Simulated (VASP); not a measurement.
**AlAs: single point with LDA**

Crystal: AlAs.

```xyz
2
Lattice="0.0000 2.8304 2.8304 2.8304 0.0000 2.8304 2.8304 2.8304 0.0000" Properties=species:S:1:pos:R:3 pbc="T T T"
Al    0.0000    0.0000    0.0000
As    1.4152    1.4152    1.4152
```

```yaml
Program: VASP 6.6.1
Task: single point
Functional: LDA
Potentials_or_basis: VASP PAW LDA potentials, release 64 (Al, As)
Cutoff: 500 eV
k_mesh: 3 × 3 × 3
Occupations: gaussian, width 0.01 eV
Spin: no spin polarisation
Dipole_correction: no
Further_INCAR_settings: ALGO = Normal; EDIFF = 1e-06; NBANDS = 11
```

```json
{
  "Pressure": "0.2 GPa",
  "Band gap on the k mesh": "1.80 eV, indirect (least direct gap 1.84 eV)"
}
```

Levels at points of the mesh, in eV from the valence-band top:
| k point | band 1 | band 2 | band 3 | band 4 | band 5 | band 6 | band 7 | band 8 | band 9 |
| --- | --- | --- | --- | --- | --- | --- | --- | --- | --- |
| (0.00, 0.00, 0.00) | -11.90 | 0.00 | 0.00 | 0.00 | 1.84 | 4.16 | 4.16 | 4.16 | 8.53 |

Run time: 5.9 s on 1 thread of Intel Xeon 8259CL (shared host), peak memory 0.14 GiB.

Caveat: the k points lie up to 0.64 Å⁻¹ apart. A k mesh can miss the band edges.
